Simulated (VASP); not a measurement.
# Al3BiO3 (P31m) in VASP: single point with PBE

Aim: the single point of Al3BiO3 with PBE.

Everything below comes from runs of VASP 6.6.1. Logs are shortened: lines on timing, memory, paths and dates and some standing lists are left out, and cuts for length are marked.

## Step 1: The cell of the first run

Symmetry: P31m, No. 157, trigonal system. Conventional cell: a = 5.148 Å, b = 5.148 Å, c = 6.929 Å, α = 90.00°, β = 90.00°, γ = 120.00°. Within 2.4 Å of Al (site symmetry m) lie 3 O at 1.82 to 1.85 Å. Bi (site symmetry 3m) has 3 Al at 2.81 Å and 3 O at 3.45 Å within 3.7 Å. O (site symmetry m) has 3 Al at 1.82 to 1.85 Å within 2.4 Å.

The cell was generated, and may not be a known phase.

## Step 2: Single point, PBE

File INCAR:

```
SYSTEM = Al3BiO3
ALGO = Normal
EDIFF = 1E-6
ENCUT = 520
GGA = PE
ISIF = 2
ISMEAR = 0
LASPH = .True.
LCHARG = .False.
LREAL = .False.
LWAVE = .False.
NBANDS = 30
NELM = 80
PREC = Accurate
SIGMA = 0.02
```

File KPOINTS:

```
k-points
0
Gamma
  6 6 4
  0 0 0
```

File POSCAR:

```
Al3BiO3
1.0
    5.1477610148      0.0000000000      0.0000000000
   -2.5738805074      4.4580918114      0.0000000000
    0.0000000000      0.0000000000      6.9290745529
Al Bi O
3 1 3
Direct
    0.6827986285      0.0000000000      0.7221295407
    0.0000000000      0.6827986285      0.7221295407
    0.3172013715      0.3172013715      0.7221295407
    0.0000000000      0.0000000000      0.0514371607
    0.3529648694      0.0000000000      0.6286519723
    0.0000000000      0.3529648694      0.6286519723
    0.6470351306      0.6470351306      0.6286519723
```

Potentials or basis: VASP PAW PBE potentials, release 64 (Al, Bi_d, O).

Started as:

```console
> cat potpaw_PBE.64/Al/POTCAR potpaw_PBE.64/Bi_d/POTCAR potpaw_PBE.64/O/POTCAR > POTCAR
> mpirun -np 1 vasp_std > vasp.out
```

OUTCAR:

```text
SYSTEM = Al3BiO3
   EDIFF = 1E-6
   ENCUT = 520
   GGA = PE
   ISIF = 2
   ISMEAR = 0
   LASPH = .True.
   LREAL = .False.
   NELM = 80
   PREC = Accurate

 ion  position               nearest neighbor table
   1  0.683  0.000  0.722-   5 1.82   6 1.85   7 1.85   4 2.81   3 2.83   2 2.83   2 3.05   3 3.05
                             3 3.05   2 3.05
   2  0.000  0.683  0.722-   6 1.82   5 1.85   7 1.85   4 2.81   3 2.83   1 2.83   1 3.05   3 3.05
                             3 3.05   1 3.05
   3  0.317  0.317  0.722-   7 1.82   5 1.85   6 1.85   4 2.81   2 2.83   1 2.83   1 3.05   2 3.05
                             2 3.05   1 3.05
   4  0.000  0.000  0.051-   2 2.81   3 2.81   1 2.81
   5  0.353  0.000  0.629-   1 1.82   2 1.85   3 1.85
   6  0.000  0.353  0.629-   2 1.82   1 1.85   3 1.85
   7  0.647  0.647  0.629-   3 1.82   1 1.85   2 1.85

  LATTYP: Found a hexagonal cell.
 ALAT       =     5.1477610148
 C/A-ratio  =     1.3460365648

  Lattice vectors:

 A1 = (   5.1477610148,   0.0000000000,   0.0000000000)
 A2 = (  -2.5738805074,   4.4580918114,   0.0000000000)
 A3 = (   0.0000000000,   0.0000000000,   6.9290745529)

Analysis of symmetry for initial positions (statically):
=====================================================================
 Subroutine PRICEL returns:
 Original cell was already a primitive cell.

 Routine SETGRP: Setting up the symmetry group for a
 hexagonal supercell.

 Subroutine GETGRP returns: Found  6 space group operations
 (whereof  6 operations were pure point group operations)
 out of a pool of 24 trial point group operations.

The static configuration has the point symmetry C_3v.

Analysis of symmetry for dynamics (positions and initial velocities):
=====================================================================
 Subroutine PRICEL returns:
 Original cell was already a primitive cell.

 Routine SETGRP: Setting up the symmetry group for a
 hexagonal supercell.

 Subroutine GETGRP returns: Found  6 space group operations
 (whereof  6 operations were pure point group operations)
 out of a pool of 24 trial point group operations.

The dynamic configuration has the point symmetry C_3v.

 Subroutine INISYM returns: Found  6 space group operations
 (whereof  6 operations are pure point group operations),
 and found     1 'primitive' translations

----------------------------------------------------------------------------------------

                                     Primitive cell

  volume of cell :     159.0167

  direct lattice vectors                    reciprocal lattice vectors
     5.147761015  0.000000000  0.000000000     0.194259212  0.112155609  0.000000000
    -2.573880507  4.458091811  0.000000000     0.000000000  0.224311217  0.000000000
     0.000000000  0.000000000  6.929074553     0.000000000  0.000000000  0.144319417

  length of vectors
     5.147761015  5.147761015  6.929074553     0.224311217  0.224311217  0.144319417

  position of ions in fractional coordinates (direct lattice)
     0.682798629  0.000000000  0.722129541
     0.000000000  0.682798629  0.722129541
     0.317201371  0.317201371  0.722129541
     0.000000000  0.000000000  0.051437161
     0.352964869  0.000000000  0.628651972
     0.000000000  0.352964869  0.628651972
     0.647035131  0.647035131  0.628651972

  ion indices of the primitive-cell ions
   primitive index   ion index
                 1           1
                 2           2
                 3           3
                 4           4
                 5           5
                 6           6
                 7           7

----------------------------------------------------------------------------------------

 KPOINTS: k-points

Automatic generation of k-mesh.
 Grid dimensions read from file:
 generate k-points for:    6    6    4

 Generating k-lattice:

  Cartesian coordinates                     Fractional coordinates (reciprocal lattice)
     0.032376535  0.018692601  0.000000000     0.166666667  0.000000000  0.000000000
     0.000000000  0.037385203  0.000000000     0.000000000  0.166666667  0.000000000
     0.000000000  0.000000000  0.036079854     0.000000000  0.000000000  0.250000000

  Length of vectors
     0.037385203  0.037385203  0.036079854

  Shift w.r.t. Gamma in fractional coordinates (k-lattice)
     0.000000000  0.000000000  0.000000000

 Subroutine IBZKPT returns following result:
 ===========================================

 Found     24 irreducible k-points:

 Following reciprocal coordinates:
            Coordinates               Weight
  0.000000  0.000000  0.000000      1.000000
  0.166667  0.000000  0.000000      6.000000
  0.333333  0.000000  0.000000      6.000000
  0.500000  0.000000  0.000000      3.000000
  0.166667  0.166667  0.000000      6.000000
  0.333333  0.166667  0.000000     12.000000
[... 16 lines left out ...]
  0.333333  0.166667  0.500000     12.000000
  0.333333  0.333333  0.500000      2.000000
   k-points           NKPTS =     24   k-points in BZ     NKDIM =     24   number of bands    NBANDS=     30
   number of dos      NEDOS =    301   number of ions     NIONS =      7
   total plane-waves  NPLWV =  86400
   dimension x,y,z NGX =    40 NGY =   40 NGZ =   54
   dimension x,y,z NGXF=    80 NGYF=   80 NGZF=  108
   ions per type =               3   1   3
   NGX,Y,Z   is equivalent  to a cutoff of  12.92, 12.92, 12.96 a.u.
   NGXF,Y,Z  is equivalent  to a cutoff of  25.84, 25.84, 25.91 a.u.
 SYSTEM =  Al3BiO3
   PREC   = accura    normal or accurate (medium, high low for compatibility)
   ISTART =      0    job   : 0-new  1-cont  2-samecut
   ICHARG =      2    charge: 1-file 2-atom 10-const
   ISPIN  =      1    spin polarized calculation?
   LNONCOLLINEAR =      F non collinear calculations
   LSORBIT =      F    spin-orbit coupling
   LASPH  =      T    aspherical Exc in radial PAW
   ENCUT  =  520.0 eV  38.22 Ry    6.18 a.u.   9.57  9.57 12.88*2*pi/ulx,y,z
   NELM   =     80;   NELMIN=  2; NELMDL= -5     # of ELM steps
   EDIFF  = 0.1E-05   stopping-criterion for ELM
   LREAL  =      F    real-space projection
   EDIFFG = 0.1E-04   stopping-criterion for IOM
   NSW    =      0    number of steps for IOM
   IBRION =     -1    ionic relax: 0-MD 1-quasi-New 2-CG
   NFREE  =      0    steps in history (QN), initial steepest desc. (CG)
   ISIF   =      2    stress and relaxation
   ISYM   =      2    0-nonsym 1-usesym 2-fastsym
   POTIM  = 0.5000    time-step for ionic-motion
   TEBEG  =    0.0;   TEEND  =   0.0 temperature during run
   PSTRESS=    0.0 pullay stress
   NELECT =      42.0000    total number of electrons
   NUPDOWN=      -1.0000    fix difference up-down
   EMIN   =  10.00;   EMAX   =-10.00  energy-range for DOS
   EFERMI =   0.00;   METHOD = LEGACY
   ISMEAR =     0;   SIGMA  =   0.02  broadening in eV -4-tet -1-fermi 0-gaus
   EFERMI_NEDOS =   21; number of points for ismear=-14 and -15
   IALGO  =     38    algorithm
   IMIX   =      4    mixing-type and parameters
     AMIX     =   0.40;   BMIX     =  1.00
     AMIX_MAG =   1.60;   BMIX_MAG =  1.00
  volume/ion in A,a.u.               =      22.72       153.30
  Fermi-wavevector in a.u.,A,eV,Ry     =   1.050373  1.984918 15.011094  1.103284
  Thomas-Fermi vector in A             =   2.185374
   LORBIT       =      0    0 simple, 1 ext, 2 COOP (PROOUT), +10 PAW based schemes
   GGA     = PE    functional components
   LHFCALC =     F    Hartree Fock is set to
   AEXX    =    0.0000 exact exchange contribution
   IVDW    =     0    specifies the selected vdW correction
   LEPSILON=     F    determine dielectric tensor
   LRPA    =     F    only Hartree local field effects (RPA)
 non-spin polarized calculation
 Gauss-broadening in eV      SIGMA  =   0.02
  energy-cutoff  :      520.00
  volume of cell :      159.02
 maximum number of plane-waves:      4322
 NGX is ok and might be reduce to    40
   NGX = 19   NGY = 19   NGZ = 25

 number of electron      42.0000011 magnetization

 Free energy of the ion-electron system (eV)
  ---------------------------------------------------
  ext. energy  EPLUGINS =         0.00000000
  ---------------------------------------------------
  free energy    TOTEN  =       -42.77889065 eV

  energy without entropy =      -42.77889065  energy(sigma->0) =      -42.77889065

 E-fermi :   2.7510     XC(G=0):  -7.7480

 val. band max:        2.5827685572   @ k =   0.0000   0.0000   0.0000
 cond. band min:       3.3368891918   @ k =   0.0000   0.0000   0.0000
 fundamental gap:      0.7541206346
 Fermi energy:         2.7510184630

 k-point     1 :       0.0000    0.0000    0.0000
  band No.  band energies     occupation
      1     -18.7531      2.00000
      2     -18.7511      2.00000
      3     -18.7511      2.00000
      4     -18.7429      2.00000
      5     -18.7429      2.00000
      6     -18.1364      2.00000
[... 22 lines left out ...]
     29       9.1967      0.00000
     30      10.2591      0.00000

 k-point     2 :       0.1667    0.0000    0.0000
  band No.  band energies     occupation
      1     -18.7528      2.00000
      2     -18.7512      2.00000
      3     -18.7508      2.00000
      4     -18.7429      2.00000
      5     -18.7425      2.00000
      6     -18.0665      2.00000
[... 22 lines left out ...]
     29       9.7633      0.00000
     30      10.0158      0.00000

 k-point     3 :       0.3333    0.0000    0.0000
  band No.  band energies     occupation
      1     -18.7529      2.00000
      2     -18.7515      2.00000
      3     -18.7495      2.00000
      4     -18.7429      2.00000
      5     -18.7418      2.00000
      6     -17.8754      2.00000
[... 22 lines left out ...]
     29       9.5002      0.00000
     30      10.1353      0.00000

 k-point     4 :       0.5000    0.0000    0.0000
  band No.  band energies     occupation
      1     -18.7531      2.00000
      2     -18.7516      2.00000
      3     -18.7488      2.00000
      4     -18.7429      2.00000
      5     -18.7414      2.00000
      6     -17.6568      2.00000
[... 22 lines left out ...]
     29       9.1246      0.00000
     30       9.8559      0.00000

 k-point     5 :       0.1667    0.1667    0.0000
  band No.  band energies     occupation
      1     -18.7528      2.00000
      2     -18.7515      2.00000
      3     -18.7498      2.00000
      4     -18.7428      2.00000
      5     -18.7421      2.00000
      6     -17.9360      2.00000
[... 22 lines left out ...]
     29       9.4476      0.00000
     30      10.4266      0.00000
[... 526 lines left out ...]
     29       9.3468      0.00000
     30       9.4530      0.00000

 k-point    22 :       0.1667    0.1667    0.5000
  band No.  band energies     occupation
      1     -18.7528      2.00000
      2     -18.7516      2.00000
      3     -18.7493      2.00000
      4     -18.7428      2.00000
      5     -18.7421      2.00000
      6     -17.9364      2.00000
[... 22 lines left out ...]
     29       9.5180      0.00000
     30      10.0259      0.00000

 k-point    23 :       0.3333    0.1667    0.5000
  band No.  band energies     occupation
      1     -18.7531      2.00000
      2     -18.7520      2.00000
      3     -18.7483      2.00000
      4     -18.7426      2.00000
      5     -18.7416      2.00000
      6     -17.7137      2.00000
[... 22 lines left out ...]
     29       9.7071      0.00000
     30       9.9512      0.00000

 k-point    24 :       0.3333    0.3333    0.5000
  band No.  band energies     occupation
      1     -18.7526      2.00000
      2     -18.7526      2.00000
      3     -18.7480      2.00000
      4     -18.7420      2.00000
      5     -18.7420      2.00000
      6     -17.5266      2.00000
[... 22 lines left out ...]
     29      10.0879      0.00000
     30      10.0880      0.00000

------------------------ aborting loop because EDIFF is reached ----------------------------------------

  FORCE on cell =-STRESS in cart. coord.  units (eV):
  Direction    XX          YY          ZZ          XY          YZ          ZX
  --------------------------------------------------------------------------------------
  -------------------------------------------------------------------------------------
  Total       -0.0022029     -0.0022029     -0.0708337      0.0000000      0.0000000      0.0000000
  in kB       -0.0221955     -0.0221955     -0.7136868      0.0000000      0.0000000      0.0000000
  external PRESSURE =      -0.2526926 kB  Pullay stress =       0.0000000 kB

 VOLUME and BASIS-vectors are now :
 -----------------------------------------------------------------------------
  energy-cutoff  :      520.00
  volume of cell :      159.02
      direct lattice vectors                 reciprocal lattice vectors
     5.147761015  0.000000000  0.000000000     0.194259212  0.112155609  0.000000000
    -2.573880507  4.458091811  0.000000000     0.000000000  0.224311217  0.000000000
     0.000000000  0.000000000  6.929074553     0.000000000  0.000000000  0.144319417

 POSITION                                       TOTAL-FORCE (eV/Angst)
 -----------------------------------------------------------------------------------
      3.51488      0.00000      5.00369         0.001310     -0.000000     -0.014058
     -1.75744      3.04398      5.00369        -0.000655      0.001134     -0.014058
      0.81644      1.41411      5.00369        -0.000655     -0.001134     -0.014058
      0.00000      0.00000      0.35641         0.000000     -0.000000      0.001760
      1.81698      0.00000      4.35598        -0.001192      0.000000      0.013471
     -0.90849      1.57355      4.35598         0.000596     -0.001032      0.013471
      1.66539      2.88454      4.35598         0.000596      0.001032      0.013471
 -----------------------------------------------------------------------------------
    total drift:                                0.000003      0.000005      0.002143

  FREE ENERGIE OF THE ION-ELECTRON SYSTEM (eV)
  ---------------------------------------------------
  free  energy   TOTEN  =       -42.7788906501 eV

  energy  without entropy=      -42.7788906501  energy(sigma->0) =      -42.77889065
```

Run time: 52 s. Hardware: 1 thread of Intel Xeon 6975P-C (Granite Rapids), shared host; peak memory 0.33 GiB.

What came out:

- Free energy: -42.7789 eV
- Pressure: 0.0 GPa
- Largest force: 0.014 eV/Å
- Band gap on the k mesh: 0.75 eV

Forces in eV/Å, atoms in the order of the input:
```
Al   0.001  0.000 -0.014
Al  -0.001  0.001 -0.014
Al  -0.001 -0.001 -0.014
Bi   0.000  0.000  0.002
O   -0.001  0.000  0.013
O    0.001 -0.001  0.013
O    0.001  0.001  0.013
```

Levels at points of the mesh, in eV from the valence-band top:
| k point | band 17 | band 18 | band 19 | band 20 | band 21 | band 22 | band 23 | band 24 | band 25 | band 26 |
| --- | --- | --- | --- | --- | --- | --- | --- | --- | --- | --- |
| (0.00, 0.00, 0.00) | -4.48 | -4.48 | -1.38 | 0.00 | 0.00 | 0.75 | 2.65 | 3.66 | 3.78 | 3.78 |
| (0.50, 0.00, 0.00) | -5.11 | -4.71 | -1.56 | -1.05 | -0.44 | 1.59 | 3.01 | 3.59 | 4.76 | 5.61 |
| (0.00, 0.00, 0.50) | -4.49 | -4.49 | -1.90 | -0.01 | -0.01 | 1.16 | 3.43 | 3.64 | 3.90 | 3.90 |
| (0.50, 0.00, 0.50) | -5.06 | -4.70 | -1.40 | -1.24 | -0.41 | 1.69 | 2.64 | 4.05 | 4.86 | 5.37 |

Caveat: spin-orbit coupling is left out, which moves the levels of the heavy elements. A k mesh can miss the band edges.
